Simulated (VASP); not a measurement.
Input of a VASP 6.6.1 run:

Contents of INCAR:

```
PREC     = Accurate       # precision mode
ENCUT    = 520            # plane-wave cutoff, eV
EDIFF    = 1E-6           # SCF threshold, eV
ISMEAR   = 0              # smearing method
SIGMA    = 0.15           # smearing width, eV
LREAL    = False          # projectors in reciprocal space
LASPH    = True           # aspherical terms in the spheres
NELM     = 80             # most SCF steps
ALGO     = Fast           # electronic algorithm
ISIF     = 2              # what is computed and relaxed
LWAVE    = False          # write WAVECAR
LCHARG   = True           # write CHGCAR
GGA      = PS             # functional
LELF     = True           # ELF
LVHAR    = True         
NBANDS   = 13             # bands
```

File KPOINTS:

```
regular mesh
0
Gamma
  18 18 18
```

The input POSCAR:

```
Sn
1.0
   -1.8188657464      1.8188657464      1.7430796737
    1.8188657464     -1.8188657464      1.7430796737
    1.8188657464      1.8188657464     -1.7430796737
Sn
1
Direct
    0.0000000000      0.0000000000      0.0000000000
```

Potentials or basis: VASP PAW PBE potentials, release 64 (Sn_d).

Launch:

```sh
$ cat potpaw_PBE.64/Sn_d/POTCAR > POTCAR
$ mpirun -np 1 vasp_std > vasp.out
```

**Question.** What does it give for the band gap on the k mesh?

**Answer.** Zero (band 7 reaches 19.49 eV, above the bottom of band 8 at 7.10 eV).

**Question.** Estimate the pressure.

**Answer.** 9.4 GPa.

Stress tensor (GPa, compression positive):
```
9.77 0.00 0.00
0.00 9.77 0.00
0.00 0.00 8.79
```

Caveat: the cell differs from its parent crystal (strain -0.040 along x and y, -0.080 along z); the PAW data sets were made with another functional, which shifts forces and pressure a little; spin-orbit coupling is left out, which moves the levels of the heavy elements.
